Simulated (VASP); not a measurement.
A run of VASP 6.6.1 is set up as follows.

Contents of INCAR:

```
ALGO = Normal
EDIFF = 1E-6
ENCUT = 520
GGA = CA
ISIF = 2
ISMEAR = 0
LASPH = T
LCHARG = F
LREAL = F
LWAVE = F
NBANDS = 22
NELM = 100
PREC = Accurate
SIGMA = 0.15
```

KPOINTS

```
k-points
0
Gamma
  10 10 10
```

File POSCAR:

```
GaSb3
1.0
   -0.0483537151      3.6220011279      4.0204212520
    3.5736474128      0.0000000000      3.9720675369
    3.6220011279      3.6220011279     -0.0483537151
Ga Sb
1 3
Direct
    0.0000000000      0.0000000000      0.0000000000
    0.2500000000      0.2500000000      0.2500000000
    0.7500000000      0.7500000000      0.7500000000
    0.5000000000      0.5000000000      0.5000000000
```

Potentials or basis: VASP PAW LDA potentials, release 64 (Ga_d, Sb).

The run is started by

```sh
$ cat potpaw_LDA.64/Ga_d/POTCAR potpaw_LDA.64/Sb/POTCAR > POTCAR
$ mpirun -np 1 vasp_std > vasp.out
```

Q: Predict the pressure.

A: -4.8 GPa.

Q: Predict the largest force.

A: 0.046 eV/Å.

Q: What does it give for the band gap on the k mesh?

A: Zero (bands 14 and 15 overlap by 3.96 eV).

Forces in eV/Å, atoms in the order of the input:
```
Ga   0.000  0.000  0.000
Sb   0.000 -0.046  0.000
Sb   0.000  0.046  0.000
Sb   0.000  0.000  0.000
```

Caveat: the cell differs from its parent crystal (engineering shear strain xz -0.0267, normal strain along z +0.1100); the cell stands under tension; spin-orbit coupling is left out, which moves the levels of the heavy elements.
